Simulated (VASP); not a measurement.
# TiAl (sol) (Pm-3m) in VASP: notebook

TiAl (sol) is run at these levels: PBEsol; tasks: single point, relaxation of cell and atoms.

Everything below comes from runs of VASP 6.6.1. Logs are shortened: lines on timing, memory, paths and dates and some standing lists are left out, and cuts for length are marked.

## Step 1: The cell of the first run

The structure is cubic, space group Pm-3m (No. 221). The conventional cell has a = 3.156 Å, b = 3.156 Å, c = 3.156 Å, α = 90.00°, β = 90.00°, γ = 90.00°. Ti (site symmetry m-3m) has 8 Al at 2.73 Å and 6 Ti at 3.16 Å within 3.6 Å. Al (site symmetry m-3m) has 8 Ti at 2.73 Å and 6 Al at 3.16 Å within 3.6 Å.

## Step 2: Single point, PBEsol

The input, INCAR:

```
SYSTEM = TiAl
PREC = Accurate
ENCUT = 500
EDIFF = 1E-6
ISMEAR = 0
SIGMA = 0.1
LREAL = .False.
LASPH = .True.
NELM = 120
ALGO = Normal
ISIF = 2
LWAVE = .False.
LCHARG = .False.
GGA = PS
NBANDS = 14
GGA_COMPAT = .False.
```

The input, KPOINTS:

```
regular mesh
0
Gamma
  14 14 14
  0 0 0
```

The input, POSCAR:

```
TiAl
1.0
    3.1557967821      0.0000000000      0.0000000000
    0.0000000000      3.1557967821      0.0000000000
    0.0000000000      0.0000000000      3.1557967821
Ti Al
1 1
Direct
    0.0000000000      0.0000000000      0.0000000000
    0.5000000000      0.5000000000      0.5000000000
```

Potentials or basis: VASP PAW PBE potentials, release 64 (Ti_sv, Al).

Command:

```
$ cat potpaw_PBE.64/Ti_sv/POTCAR potpaw_PBE.64/Al/POTCAR > POTCAR
$ mpirun -np 1 vasp_std > vasp.out
```

OUTCAR:

```text
SYSTEM = TiAl
   PREC = Accurate
   ENCUT = 500
   EDIFF = 1E-6
   ISMEAR = 0
   LREAL = .False.
   LASPH = .True.
   NELM = 120
   ISIF = 2
   GGA = PS

 ion  position               nearest neighbor table
   1  0.000  0.000  0.000-   2 2.73   2 2.73   2 2.73   2 2.73   2 2.73   2 2.73   2 2.73   2 2.73

   2  0.500  0.500  0.500-   1 2.73   1 2.73   1 2.73   1 2.73   1 2.73   1 2.73   1 2.73   1 2.73

  LATTYP: Found a simple cubic cell.
 ALAT       =     3.1557967821

  Lattice vectors:

 A1 = (   3.1557967821,   0.0000000000,   0.0000000000)
 A2 = (   0.0000000000,   3.1557967821,   0.0000000000)
 A3 = (   0.0000000000,   0.0000000000,   3.1557967821)

Analysis of symmetry for initial positions (statically):
=====================================================================
 Subroutine PRICEL returns:
 Original cell was already a primitive cell.

 Routine SETGRP: Setting up the symmetry group for a
 simple cubic supercell.

 Subroutine GETGRP returns: Found 48 space group operations
 (whereof 48 operations were pure point group operations)
 out of a pool of 48 trial point group operations.

The static configuration has the point symmetry O_h .

Analysis of symmetry for dynamics (positions and initial velocities):
=====================================================================
 Subroutine PRICEL returns:
 Original cell was already a primitive cell.

 Routine SETGRP: Setting up the symmetry group for a
 simple cubic supercell.

 Subroutine GETGRP returns: Found 48 space group operations
 (whereof 48 operations were pure point group operations)
 out of a pool of 48 trial point group operations.

The dynamic configuration has the point symmetry O_h .

 Subroutine INISYM returns: Found 48 space group operations
 (whereof 48 operations are pure point group operations),
 and found     1 'primitive' translations

----------------------------------------------------------------------------------------

                                     Primitive cell

  volume of cell :      31.4287

  direct lattice vectors                    reciprocal lattice vectors
     3.155796782  0.000000000  0.000000000     0.316877185  0.000000000  0.000000000
     0.000000000  3.155796782  0.000000000     0.000000000  0.316877185  0.000000000
     0.000000000  0.000000000  3.155796782     0.000000000  0.000000000  0.316877185

  length of vectors
     3.155796782  3.155796782  3.155796782     0.316877185  0.316877185  0.316877185

  position of ions in fractional coordinates (direct lattice)
     0.000000000  0.000000000  0.000000000
     0.500000000  0.500000000  0.500000000

  ion indices of the primitive-cell ions
   primitive index   ion index
                 1           1
                 2           2

----------------------------------------------------------------------------------------

 KPOINTS: regular mesh

Automatic generation of k-mesh.
 Grid dimensions read from file:
 generate k-points for:   14   14   14

 Generating k-lattice:

  Cartesian coordinates                     Fractional coordinates (reciprocal lattice)
     0.022634085  0.000000000  0.000000000     0.071428571  0.000000000  0.000000000
     0.000000000  0.022634085  0.000000000     0.000000000  0.071428571  0.000000000
     0.000000000  0.000000000  0.022634085     0.000000000  0.000000000  0.071428571

  Length of vectors
     0.022634085  0.022634085  0.022634085

  Shift w.r.t. Gamma in fractional coordinates (k-lattice)
     0.000000000  0.000000000  0.000000000

 Subroutine IBZKPT returns following result:
 ===========================================

 Found    120 irreducible k-points:

 Following reciprocal coordinates:
            Coordinates               Weight
  0.000000  0.000000  0.000000      1.000000
  0.071429  0.000000  0.000000      6.000000
  0.142857  0.000000  0.000000      6.000000
  0.214286  0.000000  0.000000      6.000000
  0.285714  0.000000  0.000000      6.000000
  0.357143  0.000000  0.000000      6.000000
[... 16 lines left out ...]
  0.285714  0.214286  0.000000     24.000000
  0.357143  0.214286  0.000000     24.000000
 [... further k-points ...]
   k-points           NKPTS =    120   k-points in BZ     NKDIM =    120   number of bands    NBANDS=     14
   number of dos      NEDOS =    301   number of ions     NIONS =      2
   total plane-waves  NPLWV =  13824
   dimension x,y,z NGX =    24 NGY =   24 NGZ =   24
   dimension x,y,z NGXF=    48 NGYF=   48 NGZF=   48
   ions per type =               1   1
   NGX,Y,Z   is equivalent  to a cutoff of  12.64, 12.64, 12.64 a.u.
   NGXF,Y,Z  is equivalent  to a cutoff of  25.29, 25.29, 25.29 a.u.
 SYSTEM =  TiAl
   PREC   = accura    normal or accurate (medium, high low for compatibility)
   ISTART =      0    job   : 0-new  1-cont  2-samecut
   ICHARG =      2    charge: 1-file 2-atom 10-const
   ISPIN  =      1    spin polarized calculation?
   LNONCOLLINEAR =      F non collinear calculations
   LSORBIT =      F    spin-orbit coupling
   LASPH  =      T    aspherical Exc in radial PAW
   ENCUT  =  500.0 eV  36.75 Ry    6.06 a.u.   5.75  5.75  5.75*2*pi/ulx,y,z
   NELM   =    120;   NELMIN=  2; NELMDL= -5     # of ELM steps
   EDIFF  = 0.1E-05   stopping-criterion for ELM
   LREAL  =      F    real-space projection
   EDIFFG = 0.1E-04   stopping-criterion for IOM
   NSW    =      0    number of steps for IOM
   IBRION =     -1    ionic relax: 0-MD 1-quasi-New 2-CG
   NFREE  =      0    steps in history (QN), initial steepest desc. (CG)
   ISIF   =      2    stress and relaxation
   ISYM   =      2    0-nonsym 1-usesym 2-fastsym
   POTIM  = 0.5000    time-step for ionic-motion
   TEBEG  =    0.0;   TEEND  =   0.0 temperature during run
   PSTRESS=    0.0 pullay stress
   NELECT =      15.0000    total number of electrons
   NUPDOWN=      -1.0000    fix difference up-down
   EMIN   =  10.00;   EMAX   =-10.00  energy-range for DOS
   EFERMI =   0.00;   METHOD = LEGACY
   ISMEAR =     0;   SIGMA  =   0.10  broadening in eV -4-tet -1-fermi 0-gaus
   EFERMI_NEDOS =   21; number of points for ismear=-14 and -15
   IALGO  =     38    algorithm
   IMIX   =      4    mixing-type and parameters
     AMIX     =   0.40;   BMIX     =  1.00
     AMIX_MAG =   1.60;   BMIX_MAG =  1.00
  volume/ion in A,a.u.               =      15.71       106.05
  Fermi-wavevector in a.u.,A,eV,Ry     =   1.279370  2.417659 22.269853  1.636788
  Thomas-Fermi vector in A             =   2.411860
   LORBIT       =      0    0 simple, 1 ext, 2 COOP (PROOUT), +10 PAW based schemes
   GGA     = PS    functional components
   LHFCALC =     F    Hartree Fock is set to
   AEXX    =    0.0000 exact exchange contribution
   IVDW    =     0    specifies the selected vdW correction
   LEPSILON=     F    determine dielectric tensor
   LRPA    =     F    only Hartree local field effects (RPA)
 non-spin polarized calculation
 Gauss-broadening in eV      SIGMA  =   0.10
  energy-cutoff  :      500.00
  volume of cell :       31.43
 maximum number of plane-waves:       840
 NGX is ok and might be reduce to    24
   NGX = 11   NGY = 11   NGZ = 11

 number of electron      14.9999993 magnetization

 Free energy of the ion-electron system (eV)
  ---------------------------------------------------
  ext. energy  EPLUGINS =         0.00000000
  ---------------------------------------------------
  free energy    TOTEN  =       -12.97451322 eV

  energy without entropy =      -12.96246256  energy(sigma->0) =      -12.96848789

 E-fermi :   8.9149     XC(G=0): -11.2855

 val. band max:        8.8939437649   @ k =   0.3571   0.2857   0.1429
 cond. band min:       8.9183102885   @ k =   0.2857   0.2857   0.0000
 fundamental gap:      0.0243665237
 Fermi energy:         8.9149226839

 k-point     1 :       0.0000    0.0000    0.0000
  band No.  band energies     occupation
      1     -47.7080      2.00000
      2     -24.0080      2.00000
      3     -24.0080      2.00000
      4     -24.0080      2.00000
      5      -0.4449      2.00000
      6       7.4228      2.00000
      7       7.4228      2.00000
      8      10.7498      0.00000
      9      10.7498      0.00000
     10      10.7498      0.00000
     11      13.4349      0.00000
     12      13.4349      0.00000
     13      13.4349      0.00000
     14      17.8818      0.00000

 k-point     2 :       0.0714    0.0000    0.0000
  band No.  band energies     occupation
      1     -47.7072      2.00000
      2     -24.0175      2.00000
      3     -24.0072      2.00000
      4     -24.0072      2.00000
      5      -0.3617      2.00000
      6       7.3833      2.00000
      7       7.4605      2.00000
      8      10.6031      0.00000
      9      10.6031      0.00000
     10      10.7600      0.00000
     11      13.0857      0.00000
     12      13.6414      0.00000
     13      13.6414      0.00000
     14      17.7659      0.00000

 k-point     3 :       0.1429    0.0000    0.0000
  band No.  band energies     occupation
      1     -47.7049      2.00000
      2     -24.0439      2.00000
      3     -24.0048      2.00000
      4     -24.0048      2.00000
      5      -0.1147      2.00000
      6       7.2174      2.00000
      7       7.5696      2.00000
      8      10.2655      0.00000
      9      10.2655      0.00000
     10      10.7887      0.00000
     11      12.4098      0.00000
     12      14.1608      0.00000
     13      14.1608      0.00000
     14      17.4390      0.00000
[... 324 lines left out ...]
 k-point    23 :       0.2857    0.2143    0.0000
  band No.  band energies     occupation
      1     -47.6914      2.00000
      2     -24.1151      2.00000
      3     -24.0690      2.00000
      4     -23.9913      2.00000
      5       1.4807      2.00000
      6       6.5299      2.00000
      7       7.4404      2.00000
      8       8.9990      0.23417
      9       9.6690      0.00000
     10      10.2517      0.00000
     11      12.0717      0.00000
     12      13.6188      0.00000
     13      16.6212      0.00000
     14      17.0220      0.00000

 k-point    24 :       0.3571    0.2143    0.0000
  band No.  band energies     occupation
      1     -47.6881      2.00000
      2     -24.1517      2.00000
      3     -24.0649      2.00000
      4     -23.9880      2.00000
      5       2.0944      2.00000
      6       5.7101      2.00000
      7       7.7194      2.00000
      8       8.8545      1.60722
      9       9.4527      0.00000
     10      10.2946      0.00000
     11      11.9304      0.00000
     12      14.0947      0.00000
     13      16.5405      0.00000
     14      17.2882      0.00000

 [... further k-points ...]

------------------------ aborting loop because EDIFF is reached ----------------------------------------

  FORCE on cell =-STRESS in cart. coord.  units (eV):
  Direction    XX          YY          ZZ          XY          YZ          ZX
  --------------------------------------------------------------------------------------
  -------------------------------------------------------------------------------------
  Total        0.0022856      0.0022856      0.0022856     -0.0000000      0.0000000     -0.0000000
  in kB        0.1165172      0.1165172      0.1165172     -0.0000000      0.0000000     -0.0000000
  external PRESSURE =       0.1165172 kB  Pullay stress =       0.0000000 kB

 VOLUME and BASIS-vectors are now :
 -----------------------------------------------------------------------------
  energy-cutoff  :      500.00
  volume of cell :       31.43
      direct lattice vectors                 reciprocal lattice vectors
     3.155796782  0.000000000  0.000000000     0.316877185  0.000000000  0.000000000
     0.000000000  3.155796782  0.000000000     0.000000000  0.316877185  0.000000000
     0.000000000  0.000000000  3.155796782     0.000000000  0.000000000  0.316877185

 POSITION                                       TOTAL-FORCE (eV/Angst)
 -----------------------------------------------------------------------------------
      0.00000      0.00000      0.00000         0.000000      0.000000      0.000000
      1.57790      1.57790      1.57790         0.000000      0.000000      0.000000
 -----------------------------------------------------------------------------------
    total drift:                                0.000000      0.000000      0.000000

  FREE ENERGIE OF THE ION-ELECTRON SYSTEM (eV)
  ---------------------------------------------------
  free  energy   TOTEN  =       -12.9745132196 eV

  energy  without entropy=      -12.9624625609  energy(sigma->0) =      -12.96848789
```

Run time: 35 s. Hardware: 1 thread of AMD EPYC 7R13 (Zen 3), shared host; peak memory 0.14 GiB.

What came out:

```
Free energy : -12.9745 eV
Pressure    : 0.0 GPa
```

Caveat: the PAW data sets were made with another functional, which shifts forces and pressure a little.

## Step 3: Single point, PBEsol

This run uses another cell than the first one, of 16.06 Å³/atom, 1.022 times its volume.

The input, INCAR:

```
SYSTEM = TiAl
PREC = Accurate
ENCUT = 520
EDIFF = 1E-6
ISMEAR = 0
SIGMA = 0.1
LREAL = .FALSE.
LASPH = .TRUE.
NELM = 100
ALGO = Fast
ISIF = 2
LWAVE = .FALSE.
LCHARG = .FALSE.
GGA = PS
NBANDS = 14
```

The input, KPOINTS:

```
Automatic mesh
0
G
  6 6 6
  0 0 0
```

The input, POSCAR:

```
TiAl
1.0
    3.1790640000      0.0000000000      0.0000000000
    0.0000000000      3.1790640000      0.0000000000
    0.0000000000      0.0000000000      3.1790640000
Ti Al
1 1
Direct
    0.0000000000      0.0000000000      0.0000000000
    0.5000000000      0.5000000000      0.5000000000
```

Potentials or basis: VASP PAW PBE potentials, release 64 (Ti_sv, Al).

Command:

```
$ cat potpaw_PBE.64/Ti_sv/POTCAR potpaw_PBE.64/Al/POTCAR > POTCAR
$ mpirun -np 1 vasp_std > vasp.out
```

It used 26 s of CPU time on 1 thread of AMD EPYC 7R13 Processor (Zen 3), on a shared host.

Results (log left out):

```yaml
Free_energy: -12.9684 eV
Pressure: -2.6 GPa
```

Levels at points of the mesh, in eV from the Fermi level:
```tsv
k point	band 5	band 6	band 7	band 8	band 9	band 10
(0.00, 0.00, 0.00)	-9.28	-1.45	-1.45	1.78	1.78	1.78
(0.50, 0.00, 0.00)	-6.03	-5.20	-0.56	0.12	0.12	1.99
(0.50, 0.50, 0.00)	-5.02	-2.10	-2.10	-1.49	0.68	0.68
(0.50, 0.50, 0.50)	-3.11	-3.11	-3.11	0.63	2.81	2.81
```

Caveat: the PAW data sets were made with another functional, which shifts forces and pressure a little.

## Step 4: Single point, PBEsol

The input, INCAR:

```
SYSTEM = TiAl
PREC = Accurate
ENCUT = 520
EDIFF = 1E-6
ISMEAR = 0
SIGMA = 0.1
LREAL = .False.
LASPH = .True.
NELM = 60
ALGO = Fast
ISIF = 2
LWAVE = .False.
LCHARG = .False.
GGA = PS
NBANDS = 14
```

The input, KPOINTS:

```
regular mesh
0
Gamma
  14 14 14
  0 0 0
```

The input, POSCAR:

```
TiAl
1.0
    3.1557967818      0.0000000000      0.0000000000
    0.0000000000      3.1557967818      0.0000000000
    0.0000000000      0.0000000000      3.1557967818
Ti Al
1 1
Direct
    0.0000000000      0.0000000000      0.0000000000
    0.5000000000      0.5000000000      0.5000000000
```

Command:

```
$ cat potpaw_PBE.64/Ti_sv/POTCAR potpaw_PBE.64/Al/POTCAR > POTCAR
$ mpirun -np 1 vasp_std > vasp.out
```

It used 95 s of CPU time on 1 thread of AMD EPYC 7R13 Processor (Zen 3) (shared host).

It converged, with:

```yaml
Free_energy: -12.9746 eV
Pressure: 0.1 GPa
```

Levels at points of the mesh, in eV from the Fermi level:
| k point | band 4 | band 5 | band 6 | band 7 | band 8 | band 9 | band 10 | band 11 |
| --- | --- | --- | --- | --- | --- | --- | --- | --- |
| (0.00, 0.00, 0.00) | -32.92 | -9.36 | -1.49 | -1.49 | 1.83 | 1.83 | 1.83 | 4.52 |
| (0.50, 0.00, 0.00) | -32.91 | -6.04 | -5.26 | -0.57 | 0.14 | 0.14 | 2.05 | 3.10 |
| (0.50, 0.50, 0.00) | -32.89 | -5.07 | -2.10 | -2.10 | -1.51 | 0.70 | 0.70 | 2.83 |
| (0.50, 0.50, 0.50) | -33.06 | -3.17 | -3.17 | -3.17 | 0.78 | 2.90 | 2.90 | 2.97 |

Caveat: the PAW data sets were made with another functional, which shifts forces and pressure a little.

## Step 5: Relaxation of cell and atoms, PBEsol

This run uses another cell than the first one, of 16.06 Å³/atom, 1.022 times its volume.

The input, INCAR:

```
SYSTEM = TiAl
  PREC = Accurate
  ENCUT = 600
  EDIFF = 1E-6
  ISMEAR = 0
  SIGMA = 0.1
  LREAL = .FALSE.
  LASPH = .TRUE.
  NELM = 100
  ALGO = Fast
  ISIF = 3
  LWAVE = .FALSE.
  LCHARG = .FALSE.
  GGA = PS
  IBRION = 2
  NSW = 100
  EDIFFG = -0.002
```

The input, KPOINTS:

```
Automatic mesh
0
G
  14 14 14
  0 0 0
```

The input, POSCAR:

```
TiAl
1.0
    3.1790640000      0.0000000000      0.0000000000
    0.0000000000      3.1790640000      0.0000000000
    0.0000000000      0.0000000000      3.1790640000
Ti Al
1 1
Direct
    0.0000000000      0.0000000000      0.0000000000
    0.5000000000      0.5000000000      0.5000000000
```

Command:

```
$ cat potpaw_PBE.64/Ti_sv/POTCAR potpaw_PBE.64/Al/POTCAR > POTCAR
$ mpirun -np 1 vasp_std > vasp.out
```

It used 520 s of CPU time on 1 thread of AMD EPYC 7R13 Processor (Zen 3) (shared host).

It converged, with:

```yaml
Free_energy: -12.9751 eV
Relaxed_volume: 15.73 Å³/atom
Relaxed_cell: a = 3.157 Å, b = 3.157 Å, c = 3.157 Å, α = 90.00°, β = 90.00°, γ = 90.00°
Space_group_after_relaxing_to_0.05_Å: Pm-3m (No. 221)
Energy_gained_by_relaxing: 2.6 meV/atom
Ionic_steps: 13
Pressure_after_relaxing: 0.0 GPa
```

The path:
```csv
step,energy change (eV),largest force (eV/Å),pressure (GPa),volume (Å³)
1,0.0000,0.0000,-2.42,32.13
2,-0.0030,0.0000,1.61,31.01
3,-0.0052,0.0000,0.20,31.45
4,-0.0052,0.0000,-0.16,31.50
5,-0.0052,0.0000,-0.17,31.48
6,-0.0052,0.0000,-0.10,31.46
7,-0.0052,0.0000,-0.06,31.46
8,-0.0052,0.0000,-0.05,31.46
9,-0.0052,0.0000,-0.05,31.46
10,-0.0052,0.0000,-0.05,31.46
11,-0.0052,0.0000,-0.04,31.46
12,-0.0052,0.0000,-0.03,31.46
13,-0.0052,0.0000,-0.01,31.45
```

Final structure:
```
Ti Al
1.0
     3.15661    0.00000    0.00000
     0.00000    3.15661    0.00000
     0.00000    0.00000    3.15661
Ti Al
1 1
Cartesian
  0.0000 0.0000 3.1566
  1.5783 1.5783 1.5783
```

Levels at points of the mesh, in eV from the Fermi level:
```csv
k point,band 4,band 5,band 6,band 7,band 8,band 9,band 10,band 11
"(0.00, 0.00, 0.00)",-32.93,-9.35,-1.49,-1.49,1.83,1.83,1.83,4.52
"(0.50, 0.00, 0.00)",-32.91,-6.04,-5.25,-0.57,0.14,0.14,2.05,3.09
"(0.50, 0.50, 0.00)",-32.89,-5.07,-2.10,-2.10,-1.51,0.70,0.70,2.83
"(0.50, 0.50, 0.50)",-33.06,-3.16,-3.16,-3.16,0.78,2.90,2.97,2.97
```

Caveat: the PAW data sets were made with another functional, which shifts forces and pressure a little.

## Step 6: Summary

| task | cell | k mesh | cutoff (eV) | gap on the mesh (eV) | pressure (GPa) |
| --- | --- | --- | --- | --- | --- |
| single point | a = 3.156 Å, 2 atoms | 14 × 14 × 14 | 500 | none | 0.0 |
| single point | a = 3.179 Å, 2 atoms | 6 × 6 × 6 | 520 | none | -2.6 |
| single point | a = 3.156 Å, 2 atoms | 14 × 14 × 14 | 520 | none | 0.1 |
| relaxation of cell and atoms | relaxed from a = 3.179 Å, 2 atoms | 14 × 14 × 14 | 600 | none | 0.0 |

Alike in all rows: level PBEsol; potentials or basis VASP PAW PBE potentials, release 64 (Ti_sv, Al); no spin polarisation; smearing gaussian 0.1 eV.

Caveats: the PAW data sets were made with another functional, which shifts forces and pressure a little.

Absolute energies hang on the potentials; compare differences alone.
